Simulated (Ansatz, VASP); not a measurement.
# Sn: VASP beside Ansatz

```xyz
1
Lattice="-2.0559 2.0559 1.6826 2.0559 -2.0559 1.6826 2.0559 2.0559 -1.6826" Properties=species:S:1:pos:R:3 pbc="T T T"
Sn    0.0000    0.0000    0.0000
```

Alike in both runs: task single point; functional r2SCAN; k mesh 10 × 10 × 10; occupations fermi-dirac, width 0.05 eV; no spin polarisation.

|  | VASP | Ansatz |
| --- | --- | --- |
| version | VASP 6.6.1 | Ansatz 0.2.0 |
| potentials or method | VASP PAW PBE potentials, release 64 (Sn_d) | Ansatz PAW |
| plane-wave cutoff (eV) | 520 | 500 |
| valence electrons in the cell | 14 | 14 |

```tsv
	VASP	Ansatz	Ansatz less VASP
gap on the k mesh at the Fermi level (eV)	none	none	-
pressure (GPa)	-2.2	-2.2	+0.01
```

VASP's potentials were made for PBE, not for r2SCAN. A gap of «none» marks a metal or a gap that the smearing closes.
